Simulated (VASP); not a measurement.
TiH4:

```
Ti H
1.0
     3.71395    0.00000    0.00000
    -1.85698    3.21638    0.00000
     0.00000    0.00000    4.38058
Ti H
1 4
Cartesian
  0.0000 0.0000 2.1903
  0.0000 0.0000 3.9243
  0.0000 0.0000 0.4563
  0.0000 2.1443 0.0000
  1.8570 1.0721 0.0000
```

The cell was generated, and may not be a known phase.

```yaml
Program: VASP 6.6.1
Task: relaxation of cell and atoms
Functional: PBE
Potentials_or_basis: VASP PAW PBE potentials, release 64 (Ti_sv, H)
Cutoff: 600 eV
k_mesh: 6 × 6 × 4
Occupations: gaussian, width 0.1 eV
Spin: no spin polarisation
```

At the start: pressure -10.3 GPa; volume 10.47 Å³/atom.

**Question.** Where does the relaxation end?

**Answer.** Over 18 steps the energy falls by 225.8 meV/atom and the volume is 6.59 Å³/atom (-37.1 %); space group P6/mmm (No. 191, to 0.1 Å) before and after.

The path:
```csv
step,energy change (eV),largest force (eV/Å),pressure (GPa),volume (Å³)
1,0.0000,1.6825,-10.29,52.33
2,-0.4334,1.1761,-8.71,47.40
3,-0.4373,1.6834,-8.33,47.02
4,-0.7412,1.3342,-6.45,42.27
5,-0.9963,0.9396,-1.15,36.38
6,-0.5421,0.6356,30.20,26.18
7,-1.0257,0.8955,1.89,34.42
8,-1.0276,0.8613,2.99,33.83
9,-1.0466,1.1046,-0.61,34.58
10,-1.0603,0.4469,0.66,34.26
11,-1.0917,0.1365,-0.96,34.63
12,-1.1021,0.1333,-2.24,34.94
13,-1.1024,0.1861,-2.48,35.00
14,-1.1140,0.0120,-2.42,34.58
15,-1.1226,0.1827,-2.05,33.94
16,-1.1283,0.1442,-0.25,33.13
17,-1.1284,0.1004,-0.51,33.23
18,-1.1291,0.0332,0.13,32.93
```

Final structure:
```cif
data_structure
_symmetry_space_group_name_H-M 'P 1'
_symmetry_Int_Tables_number 1
_cell_length_a 2.9631
_cell_length_b 2.9631
_cell_length_c 4.3309
_cell_angle_alpha 90.000
_cell_angle_beta 90.000
_cell_angle_gamma 120.000
_cell_volume 32.93
loop_
_atom_site_label
_atom_site_type_symbol
_atom_site_fract_x
_atom_site_fract_y
_atom_site_fract_z
_atom_site_occupancy
Ti1 Ti 0.00000 0.00000 0.50000 1
H1 H 0.00000 0.00000 0.90251 1
H2 H 0.00000 0.00000 0.09749 1
H3 H 0.33333 0.66667 0.00000 1
H4 H 0.66667 0.33333 0.00000 1
```

Caveat: the volume moved by over 15 % at a fixed basis, so the end points are rough.
